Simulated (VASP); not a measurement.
# ZnSe (zincblende type) (F-43m) in VASP: further runs, part 2 of 2

VASP 6.6.1. The steps go on from the part before.

## Step 5: Relaxation of cell and atoms, LDA

This run uses another cell than the first one, of 23.88 Å³/atom, 1.107 times its volume.

INCAR reads:

```
SYSTEM = ZnSe
  PREC = Accurate
  ENCUT = 600
  EDIFF = 1E-7
  ISMEAR = -1
  SIGMA = 0.02
  LREAL = .FALSE.
  LASPH = .TRUE.
  NELM = 60
  ALGO = Normal
  ISIF = 3
  LWAVE = .FALSE.
  LCHARG = .FALSE.
  IBRION = 2
  NSW = 60
  EDIFFG = -0.005
```

KPOINTS reads:

```
Automatic mesh
0
G
  10 10 10
  0 0 0
```

POSCAR reads:

```
ZnSe
1.0
    0.0000000000      2.8798249876      2.8798249876
    2.8798249876      0.0000000000      2.8798249876
    2.8798249876      2.8798249876      0.0000000000
Zn Se
1 1
Direct
    0.0000000000      0.0000000000      0.0000000000
    0.2500000000      0.2500000000      0.2500000000
```

Potentials or basis: VASP PAW LDA potentials, release 64 (Zn, Se).

Command:

```bash
$ cat potpaw_LDA.64/Zn/POTCAR potpaw_LDA.64/Se/POTCAR > POTCAR
$ mpirun -np 1 vasp_std > vasp.out
```

OUTCAR:

```text
SYSTEM = ZnSe
   PREC = Accurate
   ENCUT = 600
   EDIFF = 1E-7
   ISMEAR = -1
   LREAL = .FALSE.
   LASPH = .TRUE.
   NELM = 60
   ISIF = 3
   IBRION = 2
   NSW = 60
   EDIFFG = -0.005

 ion  position               nearest neighbor table
   1  0.000  0.000  0.000-   2 2.49   2 2.49   2 2.49   2 2.49
   2  0.250  0.250  0.250-   1 2.49   1 2.49   1 2.49   1 2.49

  LATTYP: Found a face centered cubic cell.
 ALAT       =     5.7596499752

  Lattice vectors:

 A1 = (   0.0000000000,   2.8798249876,   2.8798249876)
 A2 = (   2.8798249876,   0.0000000000,   2.8798249876)
 A3 = (   2.8798249876,   2.8798249876,   0.0000000000)

Analysis of symmetry for initial positions (statically):
=====================================================================
 Subroutine PRICEL returns:
 Original cell was already a primitive cell.

 Routine SETGRP: Setting up the symmetry group for a
 face centered cubic supercell.

 Subroutine GETGRP returns: Found 24 space group operations
 (whereof 24 operations were pure point group operations)
 out of a pool of 48 trial point group operations.

The static configuration has the point symmetry T_d .

Analysis of symmetry for dynamics (positions and initial velocities):
=====================================================================
 Subroutine PRICEL returns:
 Original cell was already a primitive cell.

 Routine SETGRP: Setting up the symmetry group for a
 face centered cubic supercell.

 Subroutine GETGRP returns: Found 24 space group operations
 (whereof 24 operations were pure point group operations)
 out of a pool of 48 trial point group operations.

The dynamic configuration has the point symmetry T_d .

 Subroutine INISYM returns: Found 24 space group operations
 (whereof 24 operations are pure point group operations),
 and found     1 'primitive' translations

----------------------------------------------------------------------------------------

                                     Primitive cell

  volume of cell :      47.7670

[... 122 lines left out ...]
  volume of cell :       47.77
 maximum number of plane-waves:      1639
 NGX is ok and might be reduce to    36
   NGX = 17   NGY = 17   NGZ = 17

--------------------------------------- Ionic step        1  -------------------------------------------

 number of electron      17.9999993 magnetization

 Free energy of the ion-electron system (eV)
  ---------------------------------------------------
  ext. energy  EPLUGINS =         0.00000000
  ---------------------------------------------------
  free energy    TOTEN  =        -7.28959309 eV

  energy without entropy =       -7.28959309  energy(sigma->0) =       -7.28959309

------------------------ aborting loop because EDIFF is reached ----------------------------------------

  FORCE on cell =-STRESS in cart. coord.  units (eV):
  Direction    XX          YY          ZZ          XY          YZ          ZX
  --------------------------------------------------------------------------------------
  -------------------------------------------------------------------------------------
  Total       -1.6579355     -1.6579355     -1.6579355      0.0000000      0.0000000      0.0000000
  in kB      -55.6096207    -55.6096207    -55.6096207      0.0000000      0.0000000      0.0000000
  external PRESSURE =     -55.6096207 kB  Pullay stress =       0.0000000 kB
[... 23 lines left out ...]
--------------------------------------- Ionic step        2  -------------------------------------------

 number of electron      18.0000001 magnetization

 E-fermi :   2.5850     XC(G=0): -10.0317

 val. band max:        2.1870307618   @ k =   0.0000   0.0000   0.0000
 cond. band min:       3.5654991526   @ k =   0.0000   0.0000   0.0000
 fundamental gap:      1.3784683908
 Fermi energy:         2.5849712221

 k-point     1 :       0.0000    0.0000    0.0000
  band No.  band energies     occupation
      1     -11.6062      2.00000
      2      -4.7886      2.00000
      3      -4.7886      2.00000
      4      -4.7886      2.00000
      5      -4.3600      2.00000
      6      -4.3600      2.00000
      7       2.1870      2.00000
      8       2.1870      2.00000
      9       2.1870      2.00000
     10       3.5655      0.00000
     11       7.8605      0.00000
     12       7.8605      0.00000
     13       7.8605      0.00000
[... 403 lines left out ...]
--------------------------------------- Ionic step        3  -------------------------------------------

 number of electron      18.0000003 magnetization

 Free energy of the ion-electron system (eV)
  ---------------------------------------------------
  ext. energy  EPLUGINS =         0.00000000
  ---------------------------------------------------
  free energy    TOTEN  =        -7.37359614 eV

  energy without entropy =       -7.37359614  energy(sigma->0) =       -7.37359614

 E-fermi :   2.3252     XC(G=0):  -9.9173

 val. band max:        1.9480766203   @ k =   0.0000   0.0000   0.0000
 cond. band min:       3.2189365832   @ k =   0.0000   0.0000   0.0000
 fundamental gap:      1.2708599628
 Fermi energy:         2.3251754319

 k-point     1 :       0.0000    0.0000    0.0000
  band No.  band energies     occupation
      1     -11.6666      2.00000
      2      -4.9189      2.00000
      3      -4.9189      2.00000
      4      -4.9189      2.00000
      5      -4.5147      2.00000
      6      -4.5147      2.00000
      7       1.9481      2.00000
      8       1.9481      2.00000
      9       1.9481      2.00000
     10       3.2189      0.00000
     11       7.6337      0.00000
     12       7.6337      0.00000
     13       7.6337      0.00000
[... 397 lines left out ...]
  FREE ENERGIE OF THE ION-ELECTRON SYSTEM (eV)
  ---------------------------------------------------
  free  energy   TOTEN  =        -7.3735961392 eV

  energy  without entropy=       -7.3735961392  energy(sigma->0) =       -7.37359614

 reached required accuracy - stopping structural energy minimisation
```

OSZICAR:

```text
N       E                     dE             d eps       ncg     rms          rms(c)
DAV:   1     0.887328042595E+02    0.88733E+02   -0.96245E+03  1222   0.172E+03
DAV:   2    -0.953382233704E+00   -0.89686E+02   -0.85340E+02  1262   0.291E+02
DAV:   3    -0.752012557898E+01   -0.65667E+01   -0.65284E+01  1557   0.755E+01
[... 29 lines left out ...]
DAV:   5    -0.737358945219E+01    0.37357E-03   -0.42652E-04  1835   0.414E-01    0.187E-02
DAV:   6    -0.737359585797E+01   -0.64058E-05   -0.14358E-04  1237   0.203E-01    0.153E-02
DAV:   7    -0.737359687018E+01   -0.10122E-05   -0.15999E-05  1502   0.100E-01    0.721E-03
DAV:   8    -0.737359613214E+01    0.73804E-06   -0.37316E-06  1472   0.453E-02    0.816E-04
DAV:   9    -0.737359613919E+01   -0.70420E-08   -0.14763E-07   664   0.383E-03
   3 F= -.73735961E+01 E0= -.73735961E+01  d E =-.840031E-01
```

CONTCAR:

```text
ZnSe
   1.00000000000000
     0.0000000000000000    2.7880374288050080    2.7880374288050080
     2.7880374288050080    0.0000000000000000    2.7880374288050080
     2.7880374288050080    2.7880374288050080    0.0000000000000000
  Zn              Se
     1     1
Direct
     0.0000000000000000    0.0000000000000000    0.0000000000000000
     0.2500000000000000    0.2500000000000000    0.2500000000000000

  0.00000000E+00  0.00000000E+00  0.00000000E+00
  0.00000000E+00  0.00000000E+00  0.00000000E+00
```

Wall time 57 s (1 thread of AMD EPYC 9R45 (Zen 5), shared host); peak memory 0.18 GiB.

What came out:

```yaml
Free_energy: -7.3736 eV
Relaxed_volume: 21.67 Å³/atom
Relaxed_cell: a = 3.943 Å, b = 3.943 Å, c = 3.943 Å, α = 60.00°, β = 60.00°, γ = 60.00°
Space_group_after_relaxing_to_0.05_Å: F-43m (No. 216)
Energy_gained_by_relaxing: 42.0 meV/atom
Ionic_steps: 3
Pressure_after_relaxing: 0.0 GPa
Band_gap_on_the_k_mesh: 1.27 eV, direct
```

Step by step:
```csv
step,energy change (eV),largest force (eV/Å),pressure (GPa),volume (Å³)
1,0.0000,0.0000,-5.56,47.77
2,-0.0776,0.0000,1.94,42.26
3,-0.0840,0.0000,0.01,43.34
```

Final structure:
```yaml
crystal:
  lattice:
    - [0.00000, 2.78804, 2.78804]
    - [2.78804, 0.00000, 2.78804]
    - [2.78804, 2.78804, 0.00000]
  atoms:
    - { symbol: Zn, position: [0.00000, 0.00000, 0.00000] }
    - { symbol: Se, position: [0.25000, 0.25000, 0.25000] }
```

A hybrid or GW would open this gap; LDA tends to underestimate it.

## Step 6: Summary

```csv
task,cell,k mesh,cutoff (eV),gap on the mesh (eV),pressure (GPa)
single point,"a = 3.937 Å, angles 60.0°, 2 atoms",10 × 10 × 10,520,1.29,0.4
single point,"a = 3.937, b = 5.568 Å, 4 atoms",7 × 5 × 7,520,1.29,0.4
relaxation of cell and atoms,"relaxed from a = 4.073 Å, angles 60.0°, 2 atoms",10 × 10 × 10,600,1.27,0.0
```

Alike in all rows: level LDA; potentials or basis VASP PAW LDA potentials, release 64 (Zn, Se); no spin polarisation; smearing fermi-dirac 0.02 eV.

Total energies depend on the potentials used, so only differences within one code and one set of settings carry meaning.
